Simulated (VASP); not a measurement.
Runs of VASP 6.6.1 on Ti. The structure is that of space group Fm-3m (No. 225), or close to it. The cells are those of the table. 

```tsv
cell	gap on the mesh (eV)	pressure (GPa)
a = 2.806 Å, angles 120.9, 120.9, 88.4°, 1 atom	none	(a)
a = 2.861 Å, angles 120.9, 120.9, 88.4°, 1 atom	none	7.2
a = 3.014 Å, angles 120.9, 120.9, 88.4°, 1 atom	none	-8.7
a = 2.749 Å, angles 120.9, 120.9, 88.4°, 1 atom	none	26.0
```

Alike in all rows: task single point; level PBE; potentials or basis VASP PAW PBE potentials, release 64 (Ti_sv); no spin polarisation; k mesh 22 × 22 × 22; cutoff (eV) 520; smearing gaussian 0.15 eV.

Question: Fill in the values left out.

Answer: (a) 15.5.

A gap of «none» marks levels without a gap at the run's occupations.
